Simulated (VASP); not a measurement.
Set up this calculation in VASP 6.6.1, as the native input.

* Task: single point
* Functional: PBE
* Dispersion: D3(BJ)
* Potentials or basis: VASP PAW PBE potentials, release 64 (W_sv, S)
* Cutoff: 520 eV
* k mesh: 12 × 12 × 4
* Occupations: gaussian, width 0.02 eV
* Spin: no spin polarisation
* Dipole correction: no
* Further INCAR settings: ALGO = Normal; EDIFF = 1e-06; NBANDS = 35

The structure of WS2 lies in POSCAR:

```
WS2
1.0
    3.1653217409      0.0000000000      0.0000000000
   -1.5826608705      2.7412490388      0.0000000000
    0.0000000000      0.0000000000     12.4166158692
W S
2 4
Direct
    0.3333333333      0.6666666667      0.2500000000
    0.6666666667      0.3333333333      0.7500000000
    0.3333333333      0.6666666667      0.6232581661
    0.6666666667      0.3333333333      0.1232581661
    0.3333333333      0.6666666667      0.8767418339
    0.6666666667      0.3333333333      0.3767418339
```

This cell differs from its parent crystal: volume scaled by 1.03, then relaxed in part.

The input as run:

INCAR

```
SYSTEM = WS2
  PREC = Accurate
  ENCUT = 520
  EDIFF = 1E-6
  ISMEAR = 0
  SIGMA = 0.02
  LREAL = .FALSE.
  LASPH = .TRUE.
  NELM = 80
  ALGO = Normal
  ISIF = 2
  LWAVE = .FALSE.
  LCHARG = .FALSE.
  GGA = PE
  IVDW = 12
  NBANDS = 35
```

KPOINTS

```
regular mesh
0
G
  12 12 4
  0 0 0
```

Potentials or basis: VASP PAW PBE potentials, release 64 (W_sv, S).

Launch:

```console
$ cat potpaw_PBE.64/W_sv/POTCAR potpaw_PBE.64/S/POTCAR > POTCAR
$ mpirun -np 1 vasp_std > vasp.out
```

It gave:

The pressure is -1.3 GPa and the band gap on the k mesh is 1.03 eV, indirect (least direct gap 1.81 eV). The dispersion energy per atom is -0.421 eV.

Caveat: spin-orbit coupling is left out, which moves the levels of the heavy elements.

Run time: 3 min on 1 thread of Intel Xeon 6975P-C, on a shared host, peak memory 0.34 GiB.
